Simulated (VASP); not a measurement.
# Ca in VASP: further runs, part 2 of 2

VASP 6.6.1. The steps go on from the part before.

## (6) Single point, PBE

This run uses another cell than the first one: it holds 1 atom, not 2.

INCAR reads:

```
ALGO = Fast ; EDIFF = 1E-7
ENCUT = 520 ; GGA = PE
ISIF = 2 ; ISMEAR = 0
LASPH = T ; LCHARG = T
LELF = T ; LREAL = F
LVHAR = T ; LWAVE = F
NBANDS = 11 ; NELM = 60
PREC = Accurate ; SIGMA = 0.1
```

KPOINTS reads:

```
k-points
0
Gamma
  18 18 18
```

POSCAR reads:

```
Ca
1.0
   -2.2437794292      2.2437794292      2.0898313254
    2.2437794292     -2.2437794292      2.0898313254
    2.2437794292      2.2437794292     -2.0898313254
Ca
1
Direct
    0.0000000000      0.0000000000      0.0000000000
```

Potentials or basis: VASP PAW PBE potentials, release 64 (Ca_sv).

Started as:

```
cat potpaw_PBE.64/Ca_sv/POTCAR > POTCAR
mpirun -np 1 vasp_std > vasp.out
```

OUTCAR:

```text
EDIFF = 1E-7
   ENCUT = 520
   GGA = PE
   ISIF = 2
   ISMEAR = 0
   LASPH = T
   LREAL = F
   NELM = 60
   PREC = Accurate

 ion  position               nearest neighbor table
   1  0.000  0.000  0.000-

  LATTYP: Found a body centered tetragonal cell.
 ALAT       =     4.4875588584
 C/A-ratio  =     0.9313889316

  Lattice vectors:

 A1 = (  -2.2437794292,   2.2437794292,   2.0898313254)
 A2 = (   2.2437794292,  -2.2437794292,   2.0898313254)
 A3 = (   2.2437794292,   2.2437794292,  -2.0898313254)

Analysis of symmetry for initial positions (statically):
=====================================================================
 Subroutine PRICEL returns:
 Original cell was already a primitive cell.

 Routine SETGRP: Setting up the symmetry group for a
 body centered tetragonal supercell.

 Subroutine GETGRP returns: Found 16 space group operations
 (whereof 16 operations were pure point group operations)
 out of a pool of 16 trial point group operations.

The static configuration has the point symmetry D_4h.

Analysis of symmetry for dynamics (positions and initial velocities):
=====================================================================
 Subroutine PRICEL returns:
[... 160 lines left out ...]
 fundamental gap:      0.0066203359
 Fermi energy:         2.0298728310

 k-point     1 :       0.0000    0.0000    0.0000
  band No.  band energies     occupation
      1     -40.0353      2.00000
      2     -20.9602      2.00000
      3     -20.9458      2.00000
      4     -20.9458      2.00000
      5      -2.0550      2.00000
      6       4.1089      0.00000
      7       4.4441      0.00000
      8       4.4441      0.00000
      9       5.1412      0.00000
     10       5.5679      0.00000
     11      11.9627      0.00000
[... 309 lines left out ...]
 k-point    24 :      -0.2222    0.0556    0.0000
  band No.  band energies     occupation
      1     -40.0301      2.00000
      2     -21.0021      2.00000
      3     -20.9631      2.00000
      4     -20.9534      2.00000
      5      -1.3439      2.00000
      6       3.8261      0.00000
      7       3.9838      0.00000
      8       4.8414      0.00000
      9       5.1054      0.00000
     10       5.4680      0.00000
     11      11.1069      0.00000

 [... further k-points ...]
[... 5 lines left out ...]
  --------------------------------------------------------------------------------------
  -------------------------------------------------------------------------------------
  Total        0.0022919      0.0022919      0.0030324      0.0000000      0.0000000      0.0000000
  in kB        0.0872503      0.0872503      0.1154414      0.0000000      0.0000000      0.0000000
  external PRESSURE =       0.0966473 kB  Pullay stress =       0.0000000 kB

 VOLUME and BASIS-vectors are now :
 -----------------------------------------------------------------------------
  energy-cutoff  :      520.00
  volume of cell :       42.09
      direct lattice vectors                 reciprocal lattice vectors
    -2.243779429  2.243779429  2.089831325     0.000000000  0.222838303  0.239253759
     2.243779429 -2.243779429  2.089831325     0.222838303  0.000000000  0.239253759
     2.243779429  2.243779429 -2.089831325     0.222838303  0.222838303  0.000000000

 POSITION                                       TOTAL-FORCE (eV/Angst)
 -----------------------------------------------------------------------------------
      0.00000      0.00000      0.00000         0.000000     -0.000000      0.000000
 -----------------------------------------------------------------------------------
    total drift:                               -0.000000     -0.000000     -0.000000

  FREE ENERGIE OF THE ION-ELECTRON SYSTEM (eV)
  ---------------------------------------------------
  free  energy   TOTEN  =        -1.9171479015 eV

  energy  without entropy=       -1.9097468839  energy(sigma->0) =       -1.91344739
```

OSZICAR:

```text
N       E                     dE             d eps       ncg     rms          rms(c)
DAV:   1     0.677905010253E+02    0.67791E+02   -0.49827E+03 10560   0.820E+02
DAV:   2    -0.379196227655E+00   -0.68170E+02   -0.67534E+02 11571   0.210E+02
DAV:   3    -0.185565887118E+01   -0.14765E+01   -0.14591E+01 15538   0.308E+01
DAV:   4    -0.192529720500E+01   -0.69638E-01   -0.69374E-01 13887   0.523E+00
DAV:   5    -0.192671740781E+01   -0.14202E-02   -0.14200E-02 14717   0.631E-01    0.220E+00
RMM:   6    -0.191892294828E+01    0.77945E-02   -0.96878E-03 11148   0.108E+00    0.137E+00
RMM:   7    -0.191734966003E+01    0.15733E-02   -0.21647E-02 12699   0.181E+00    0.110E-01
RMM:   8    -0.191699612489E+01    0.35354E-03   -0.48417E-03 12570   0.843E-01    0.259E-02
RMM:   9    -0.191710947820E+01   -0.11335E-03   -0.12625E-03 15920   0.400E-01    0.232E-02
RMM:  10    -0.191714032666E+01   -0.30848E-04   -0.22323E-04 16393   0.148E-01    0.556E-03
RMM:  11    -0.191714688723E+01   -0.65606E-05   -0.53250E-05 17159   0.622E-02    0.949E-03
RMM:  12    -0.191714812386E+01   -0.12366E-05   -0.51890E-06 16586   0.244E-02    0.617E-03
RMM:  13    -0.191714741874E+01    0.70512E-06   -0.39385E-06 17241   0.131E-02    0.275E-03
RMM:  14    -0.191714774073E+01   -0.32198E-06   -0.72106E-07 13583   0.488E-03    0.893E-04
RMM:  15    -0.191714788362E+01   -0.14289E-06   -0.25118E-07 11553   0.255E-03    0.237E-04
RMM:  16    -0.191714790150E+01   -0.17881E-07   -0.87059E-08  9459   0.163E-03
   1 F= -.19171479E+01 E0= -.19134474E+01  d E =-.740102E-02
```

It took 3.2 min on 1 thread of Intel Xeon Platinum 8375C at 2.90GHz (Ice Lake), shared host; peak memory 0.33 GiB.

What came out:

```
Free energy            : -1.9171 eV
Pressure               : 0.0 GPa
Band gap on the k mesh : zero (bands 5 and 6 overlap by 0.44 eV)
```

Levels at points of the mesh, in eV from the Fermi level:
| k point | band 1 | band 2 | band 3 | band 4 | band 5 | band 6 | band 7 | band 8 | band 9 | band 10 |
| --- | --- | --- | --- | --- | --- | --- | --- | --- | --- | --- |
| (0.00, 0.00, 0.00) | -42.07 | -22.99 | -22.98 | -22.98 | -4.08 | 2.08 | 2.41 | 2.41 | 3.11 | 3.54 |
| (0.50, 0.00, 0.00) | -42.05 | -23.13 | -23.03 | -22.99 | -0.86 | 0.05 | 1.20 | 3.29 | 3.77 | 4.38 |
| (0.50, 0.50, 0.00) | -42.05 | -23.12 | -23.03 | -22.97 | -1.02 | -0.19 | 1.61 | 2.99 | 3.51 | 4.34 |
| (0.50, 0.50, 0.50) | -42.04 | -23.08 | -23.08 | -23.08 | -0.04 | 0.10 | 3.54 | 3.54 | 4.13 | 4.13 |

## (7) Overview

```csv
cell,k mesh,gap on the mesh (eV),pressure (GPa)
"a = 4.616, b = 4.616, c = 4.006 Å, 2 atoms, atomic positions A",4 × 4 × 4,none,-0.3
"a = 3.682 Å, angles 107.6, 107.6, 113.3°, 1 atom, atomic positions B",18 × 18 × 18,none,1.9
"a = 3.722 Å, angles 107.6, 107.6, 113.3°, 1 atom, atomic positions B",18 × 18 × 18,none,1.2
"a = 3.761 Å, angles 107.6, 107.6, 113.3°, 1 atom, atomic positions B",18 × 18 × 18,none,0.6
"a = 3.800 Å, angles 107.6, 107.6, 113.3°, 1 atom, atomic positions B",18 × 18 × 18,none,0.0
```

Alike in all rows: task single point; level PBE; potentials or basis VASP PAW PBE potentials, release 64 (Ca_sv); no spin polarisation; cutoff (eV) 520; smearing gaussian 0.1 eV.

Caveats: some runs use coarse meshes.

Total energies depend on the potentials used, so only differences within one code and one set of settings carry meaning.

The gap in the log of VASP goes by the Fermi energy; the results here count the filled bands.